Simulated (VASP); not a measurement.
Input of a VASP 6.6.1 run:

File INCAR:

```
PREC = Accurate ; ENCUT = 520
EDIFF = 1E-8 ; ISMEAR = 1
SIGMA = 0.1 ; LREAL = F
LASPH = T ; NELM = 80
ALGO = Normal ; ISIF = 2
LWAVE = F ; LCHARG = T
GGA = CA ; NBANDS = 21
IBRION = 8 ; NSW = 1
```

KPOINTS

```
regular mesh
0
Gamma
  7 7 7
```

Contents of POSCAR:

```
Ge
1.0
   -2.5744900000      2.5744900000      1.3974130000
    2.5744900000     -2.5744900000      1.3974130000
    2.5744900000      2.5744900000     -1.3974130000
Ge
2
Direct
    0.2500000000      0.7500000000      0.5000000000
    0.5000000000      0.5000000000      0.0000000000
```

Potentials or basis: VASP PAW LDA potentials, release 64 (Ge_d).

Run with:

```sh
$ cat potpaw_LDA.64/Ge_d/POTCAR > POTCAR
$ mpirun -np 1 vasp_std > vasp.out
```

(1) What does it give for the highest phonon frequency at Γ?

(2) What does it give for the most unstable mode?

Answers

(1) 134 cm⁻¹.

(2) 45i cm⁻¹.

Caveat: the k points lie up to 0.37 Å⁻¹ apart; the cell wasn't relaxed at this level first, which shifts response properties; some modes are imaginary.
